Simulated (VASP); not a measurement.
# InSb (P4/mmm) in VASP: a series of runs

InSb is run at these levels: LDA; tasks: single point.

Everything below comes from runs of VASP 6.6.1. Logs are shortened: lines on timing, memory, paths and dates and some standing lists are left out, and cuts for length are marked.

### 1 The cell of the first run

It takes space group P4/mmm (No. 123, tetragonal). Conventional cell: a = 2.727 Å, b = 2.727 Å, c = 6.168 Å, α = 90.00°, β = 90.00°, γ = 90.00°. Within 3.6 Å of In (site symmetry 4/mmm) lie 4 In at 2.73 Å and 2 Sb at 3.08 Å. Within 3.6 Å of Sb (site symmetry 4/mmm) lie 4 Sb at 2.73 Å and 2 In at 3.08 Å.

### 2 Single point, LDA (22.93 Å³/atom)

INCAR reads:

```
PREC     = Accurate       # precision mode
ENCUT    = 520            # plane-wave cutoff, eV
EDIFF    = 1E-6           # SCF threshold, eV
ISMEAR   = 0              # smearing method
SIGMA    = 0.15           # smearing width, eV
LREAL    = False          # projectors in reciprocal space
LASPH    = True           # aspherical terms in the spheres
NELM     = 100            # most SCF steps
ALGO     = Normal         # electronic algorithm
ISIF     = 2              # what is computed and relaxed
LWAVE    = False          # write WAVECAR
LCHARG   = False          # write CHGCAR
NBANDS   = 16             # bands
```

KPOINTS reads:

```
regular mesh
0
Gamma
  16 16 8
```

POSCAR reads:

```
InSb
1.0
    2.7266013045      0.0000000000      0.0000000000
    0.0000000000      2.7266013045      0.0000000000
    0.0000000000      0.0000000000      6.1683901311
In Sb
1 1
Direct
    0.0000000000      0.0000000000      0.0000000000
    0.0000000000      0.0000000000      0.5000000000
```

Potentials or basis: VASP PAW LDA potentials, release 64 (In_d, Sb).

Command:

```sh
cat potpaw_LDA.64/In_d/POTCAR potpaw_LDA.64/Sb/POTCAR > POTCAR
mpirun -np 1 vasp_std > vasp.out
```

OUTCAR:

```text
PREC = Accurate
   ENCUT = 520
   EDIFF = 1E-6
   ISMEAR = 0
   LREAL = False
   LASPH = True
   NELM = 100
   ISIF = 2

 ion  position               nearest neighbor table
   1  0.000  0.000  0.000-   2 3.08   2 3.08
   2  0.000  0.000  0.500-   1 3.08   1 3.08

  LATTYP: Found a simple tetragonal cell.
 ALAT       =     2.7266013045
 C/A-ratio  =     2.2623000000

  Lattice vectors:

 A1 = (   2.7266013045,   0.0000000000,   0.0000000000)
 A2 = (   0.0000000000,   2.7266013045,   0.0000000000)
 A3 = (   0.0000000000,   0.0000000000,   6.1683901311)

Analysis of symmetry for initial positions (statically):
=====================================================================
 Subroutine PRICEL returns:
 Original cell was already a primitive cell.

 Routine SETGRP: Setting up the symmetry group for a
 simple tetragonal supercell.

 Subroutine GETGRP returns: Found 16 space group operations
 (whereof 16 operations were pure point group operations)
 out of a pool of 16 trial point group operations.

The static configuration has the point symmetry D_4h.

Analysis of symmetry for dynamics (positions and initial velocities):
=====================================================================
 Subroutine PRICEL returns:
 Original cell was already a primitive cell.

 Routine SETGRP: Setting up the symmetry group for a
 simple tetragonal supercell.

 Subroutine GETGRP returns: Found 16 space group operations
 (whereof 16 operations were pure point group operations)
 out of a pool of 16 trial point group operations.

The dynamic configuration has the point symmetry D_4h.

 Subroutine INISYM returns: Found 16 space group operations
 (whereof 16 operations are pure point group operations),
 and found     1 'primitive' translations

----------------------------------------------------------------------------------------

                                     Primitive cell

  volume of cell :      45.8580

  direct lattice vectors                    reciprocal lattice vectors
     2.726601304  0.000000000  0.000000000     0.366756958  0.000000000  0.000000000
     0.000000000  2.726601304  0.000000000     0.000000000  0.366756958  0.000000000
     0.000000000  0.000000000  6.168390131     0.000000000  0.000000000  0.162116854

  length of vectors
     2.726601304  2.726601304  6.168390131     0.366756958  0.366756958  0.162116854

  position of ions in fractional coordinates (direct lattice)
     0.000000000  0.000000000  0.000000000
     0.000000000  0.000000000  0.500000000

  ion indices of the primitive-cell ions
   primitive index   ion index
                 1           1
                 2           2

----------------------------------------------------------------------------------------

 KPOINTS: regular mesh

Automatic generation of k-mesh.
 Grid dimensions read from file:
 generate k-points for:   16   16    8

 Generating k-lattice:

  Cartesian coordinates                     Fractional coordinates (reciprocal lattice)
     0.022922310  0.000000000  0.000000000     0.062500000  0.000000000  0.000000000
     0.000000000  0.022922310  0.000000000     0.000000000  0.062500000  0.000000000
     0.000000000  0.000000000  0.020264607     0.000000000  0.000000000  0.125000000

  Length of vectors
     0.022922310  0.022922310  0.020264607

  Shift w.r.t. Gamma in fractional coordinates (k-lattice)
     0.000000000  0.000000000  0.000000000

 Subroutine IBZKPT returns following result:
 ===========================================

 Found    225 irreducible k-points:

 Following reciprocal coordinates:
            Coordinates               Weight
  0.000000  0.000000  0.000000      1.000000
  0.062500  0.000000  0.000000      4.000000
  0.125000  0.000000  0.000000      4.000000
  0.187500  0.000000  0.000000      4.000000
  0.250000  0.000000  0.000000      4.000000
  0.312500  0.000000  0.000000      4.000000
[... 16 lines left out ...]
  0.437500  0.125000  0.000000      8.000000
  0.500000  0.125000  0.000000      4.000000
 [... further k-points ...]
   k-points           NKPTS =    225   k-points in BZ     NKDIM =    225   number of bands    NBANDS=     16
   number of dos      NEDOS =    301   number of ions     NIONS =      2
   total plane-waves  NPLWV =  19200
   dimension x,y,z NGX =    20 NGY =   20 NGZ =   48
   dimension x,y,z NGXF=    40 NGYF=   40 NGZF=   96
   ions per type =               1   1
   NGX,Y,Z   is equivalent  to a cutoff of  12.19, 12.19, 12.94 a.u.
   NGXF,Y,Z  is equivalent  to a cutoff of  24.39, 24.39, 25.87 a.u.
 SYSTEM =  unknown system
   PREC   = accura    normal or accurate (medium, high low for compatibility)
   ISTART =      0    job   : 0-new  1-cont  2-samecut
   ICHARG =      2    charge: 1-file 2-atom 10-const
   ISPIN  =      1    spin polarized calculation?
   LNONCOLLINEAR =      F non collinear calculations
   LSORBIT =      F    spin-orbit coupling
   LASPH  =      T    aspherical Exc in radial PAW
   ENCUT  =  520.0 eV  38.22 Ry    6.18 a.u.   5.07  5.07 11.47*2*pi/ulx,y,z
   NELM   =    100;   NELMIN=  2; NELMDL= -5     # of ELM steps
   EDIFF  = 0.1E-05   stopping-criterion for ELM
   LREAL  =      F    real-space projection
   EDIFFG = 0.1E-04   stopping-criterion for IOM
   NSW    =      0    number of steps for IOM
   IBRION =     -1    ionic relax: 0-MD 1-quasi-New 2-CG
   NFREE  =      0    steps in history (QN), initial steepest desc. (CG)
   ISIF   =      2    stress and relaxation
   ISYM   =      2    0-nonsym 1-usesym 2-fastsym
   POTIM  = 0.5000    time-step for ionic-motion
   TEBEG  =    0.0;   TEEND  =   0.0 temperature during run
   PSTRESS=    0.0 pullay stress
   NELECT =      18.0000    total number of electrons
   NUPDOWN=      -1.0000    fix difference up-down
   EMIN   =  10.00;   EMAX   =-10.00  energy-range for DOS
   EFERMI =   0.00;   METHOD = LEGACY
   ISMEAR =     0;   SIGMA  =   0.15  broadening in eV -4-tet -1-fermi 0-gaus
   EFERMI_NEDOS =   21; number of points for ismear=-14 and -15
   IALGO  =     38    algorithm
   IMIX   =      4    mixing-type and parameters
     AMIX     =   0.40;   BMIX     =  1.00
     AMIX_MAG =   1.60;   BMIX_MAG =  1.00
  volume/ion in A,a.u.               =      22.93       154.73
  Fermi-wavevector in a.u.,A,eV,Ry     =   1.198654  2.265128 19.548473  1.436772
  Thomas-Fermi vector in A             =   2.334538
   LORBIT       =      0    0 simple, 1 ext, 2 COOP (PROOUT), +10 PAW based schemes
   GGA     = CA    functional components
   LHFCALC =     F    Hartree Fock is set to
   AEXX    =    0.0000 exact exchange contribution
   IVDW    =     0    specifies the selected vdW correction
   LEPSILON=     F    determine dielectric tensor
   LRPA    =     F    only Hartree local field effects (RPA)
 non-spin polarized calculation
 Gauss-broadening in eV      SIGMA  =   0.15
  energy-cutoff  :      520.00
  volume of cell :       45.86
 maximum number of plane-waves:      1256
   NGX = 11   NGY = 11   NGZ = 23

 number of electron      17.9999987 magnetization

 Free energy of the ion-electron system (eV)
  ---------------------------------------------------
  ext. energy  EPLUGINS =         0.00000000
  ---------------------------------------------------
  free energy    TOTEN  =        -7.30104396 eV

  energy without entropy =       -7.29193379  energy(sigma->0) =       -7.29648888

 E-fermi :   9.7580     XC(G=0): -10.9949

 val. band max:        9.7365889465   @ k =   0.1250   0.0000   0.3750
 cond. band min:       9.7742076700   @ k =   0.5000   0.4375   0.3750
 fundamental gap:      0.0376187235
 Fermi energy:         9.7580416049

 k-point     1 :       0.0000    0.0000    0.0000
  band No.  band energies     occupation
      1      -6.1740      2.00000
      2      -5.6954      2.00000
      3      -4.8033      2.00000
      4      -4.8033      2.00000
      5      -4.5830      2.00000
      6      -4.1350      2.00000
[... 8 lines left out ...]
     15      21.0083      0.00000
     16      21.7645      0.00000

 k-point     2 :       0.0625    0.0000    0.0000
  band No.  band energies     occupation
      1      -6.1444      2.00000
      2      -5.6726      2.00000
      3      -4.8297      2.00000
      4      -4.8013      2.00000
      5      -4.6011      2.00000
      6      -4.0530      2.00000
[... 8 lines left out ...]
     15      21.1295      0.00000
     16      21.7660      0.00000

 k-point     3 :       0.1250    0.0000    0.0000
  band No.  band energies     occupation
      1      -6.0697      2.00000
      2      -5.5985      2.00000
      3      -4.9036      2.00000
      4      -4.7954      2.00000
      5      -4.6520      2.00000
      6      -3.8062      2.00000
[... 8 lines left out ...]
     15      19.9208      0.00000
     16      21.4873      0.00000

 k-point     4 :       0.1875    0.0000    0.0000
  band No.  band energies     occupation
      1      -5.9835      2.00000
      2      -5.4634      2.00000
      3      -5.0112      2.00000
      4      -4.7866      2.00000
      5      -4.7274      2.00000
      6      -3.3929      2.00000
[... 8 lines left out ...]
     15      20.2702      0.00000
     16      22.0648      0.00000

 k-point     5 :       0.2500    0.0000    0.0000
  band No.  band energies     occupation
      1      -5.9117      2.00000
      2      -5.2764      2.00000
      3      -5.1338      2.00000
      4      -4.8149      2.00000
      5      -4.7762      2.00000
      6      -2.8131      2.00000
[... 8 lines left out ...]
     15      20.6277      0.00000
     16      22.8335      0.00000

 k-point     6 :       0.3125    0.0000    0.0000
  band No.  band energies     occupation
      1      -5.8587      2.00000
      2      -5.2522      2.00000
      3      -5.0730      2.00000
      4      -4.9012      2.00000
      5      -4.7657      2.00000
      6      -2.0719      2.00000
[... 8 lines left out ...]
     15      21.0076      0.00000
     16      23.7462      0.00000

 k-point     7 :       0.3750    0.0000    0.0000
  band No.  band energies     occupation
      1      -5.8219      2.00000
      2      -5.3497      2.00000
      3      -4.9733      2.00000
      4      -4.8949      2.00000
      5      -4.7569      2.00000
      6      -1.1893      2.00000
[... 8 lines left out ...]
     15      21.3551      0.00000
     16      23.0480      0.00000

 k-point     8 :       0.4375    0.0000    0.0000
  band No.  band energies     occupation
      1      -5.7999      2.00000
      2      -5.4134      2.00000
      3      -5.0209      2.00000
      4      -4.7747      2.00000
      5      -4.7509      2.00000
      6      -0.2480      2.00000
[... 8 lines left out ...]
     15      21.3330      0.00000
     16      22.1474      0.00000

 k-point     9 :       0.5000    0.0000    0.0000
  band No.  band energies     occupation
      1      -5.7926      2.00000
      2      -5.4354      2.00000
      3      -5.0375      2.00000
      4      -4.7488      2.00000
      5      -4.7323      2.00000
      6       0.3085      2.00000
[... 8 lines left out ...]
     15      20.9297      0.00000
     16      21.7789      0.00000
[... 172 lines left out ...]
 k-point    19 :       0.1875    0.1250    0.0000
  band No.  band energies     occupation
      1      -5.8155      2.00000
      2      -5.4281      2.00000
      3      -5.0024      2.00000
      4      -4.8804      2.00000
      5      -4.8138      2.00000
      6      -3.0663      2.00000
[... 8 lines left out ...]
     15      19.0248      0.00000
     16      20.5200      0.00000

 k-point    20 :       0.2500    0.1250    0.0000
  band No.  band energies     occupation
      1      -5.7248      2.00000
      2      -5.2583      2.00000
      3      -5.1219      2.00000
      4      -4.9099      2.00000
      5      -4.8690      2.00000
      6      -2.4889      2.00000
[... 8 lines left out ...]
     15      19.6149      0.00000
     16      20.9693      0.00000

 k-point    21 :       0.3125    0.1250    0.0000
  band No.  band energies     occupation
      1      -5.6666      2.00000
      2      -5.2382      2.00000
      3      -5.0668      2.00000
      4      -4.9952      2.00000
      5      -4.8570      2.00000
      6      -1.7505      2.00000
[... 8 lines left out ...]
     15      20.3654      0.00000
     16      21.5243      0.00000

 k-point    22 :       0.3750    0.1250    0.0000
  band No.  band energies     occupation
      1      -5.6291      2.00000
      2      -5.3340      2.00000
      3      -5.0898      2.00000
      4      -4.8704      2.00000
      5      -4.8466      2.00000
      6      -0.8710      2.00000
[... 8 lines left out ...]
     15      20.9886      0.00000
     16      21.2555      0.00000

 k-point    23 :       0.4375    0.1250    0.0000
  band No.  band energies     occupation
      1      -5.6072      2.00000
      2      -5.3967      2.00000
      3      -5.1410      2.00000
      4      -4.8397      2.00000
      5      -4.7484      2.00000
      6       0.0661      2.00000
[... 8 lines left out ...]
     15      20.2956      0.00000
     16      22.1232      0.00000

 k-point    24 :       0.5000    0.1250    0.0000
  band No.  band energies     occupation
      1      -5.5998      2.00000
      2      -5.4185      2.00000
      3      -5.1593      2.00000
      4      -4.8373      2.00000
      5      -4.7051      2.00000
      6       0.6181      2.00000
[... 8 lines left out ...]
     15      20.5847      0.00000
     16      21.7415      0.00000

 [... further k-points ...]

------------------------ aborting loop because EDIFF is reached ----------------------------------------

  FORCE on cell =-STRESS in cart. coord.  units (eV):
  Direction    XX          YY          ZZ          XY          YZ          ZX
  --------------------------------------------------------------------------------------
  -------------------------------------------------------------------------------------
  Total        7.6702546      7.6702546      0.3944017      0.0000000      0.0000000      0.0000000
  in kB      267.9817695    267.9817695     13.7795242      0.0000000      0.0000000      0.0000000
  external PRESSURE =     183.2476877 kB  Pullay stress =       0.0000000 kB

 VOLUME and BASIS-vectors are now :
 -----------------------------------------------------------------------------
  energy-cutoff  :      520.00
  volume of cell :       45.86
      direct lattice vectors                 reciprocal lattice vectors
     2.726601304  0.000000000  0.000000000     0.366756958  0.000000000  0.000000000
     0.000000000  2.726601304  0.000000000     0.000000000  0.366756958  0.000000000
     0.000000000  0.000000000  6.168390131     0.000000000  0.000000000  0.162116854

 POSITION                                       TOTAL-FORCE (eV/Angst)
 -----------------------------------------------------------------------------------
      0.00000      0.00000      0.00000         0.000000      0.000000      0.000000
      0.00000      0.00000      3.08420         0.000000      0.000000      0.000000
 -----------------------------------------------------------------------------------
    total drift:                               -0.000000      0.000000     -0.000000

  FREE ENERGIE OF THE ION-ELECTRON SYSTEM (eV)
  ---------------------------------------------------
  free  energy   TOTEN  =        -7.3010439589 eV

  energy  without entropy=       -7.2919337936  energy(sigma->0) =       -7.29648888
```

Wall time 65 s (1 thread of Intel Xeon Platinum 8375C at 2.90GHz (Ice Lake), shared host); peak memory 0.28 GiB.

What came out:

| Item | Value |
| --- | --- |
| Free energy | -7.3010 eV |
| Pressure | 18.3 GPa |
| Band gap on the k mesh | zero (bands 9 and 10 overlap by 6.25 eV) |

Levels at points of the mesh, in eV from the Fermi level:
```tsv
k point	band 7	band 8	band 9	band 10	band 11	band 12
(0.00, 0.00, 0.00)	-8.75	-6.24	3.39	6.18	6.18	7.38
(0.50, 0.00, 0.00)	-6.99	-3.25	-3.06	-2.66	2.33	7.38
(0.50, 0.50, 0.00)	-3.78	-3.78	0.75	0.75	0.90	2.31
(0.00, 0.00, 0.50)	-9.96	-2.64	-1.43	6.34	6.34	8.87
(0.50, 0.00, 0.50)	-6.80	-4.84	-3.67	1.42	2.76	4.69
(0.50, 0.50, 0.50)	-3.63	-3.63	0.03	0.22	0.22	2.42
```

Caveat: the cell stands under pressure; spin-orbit coupling is left out, which moves the levels of the heavy elements.

(Continued in part 2 of 2.)
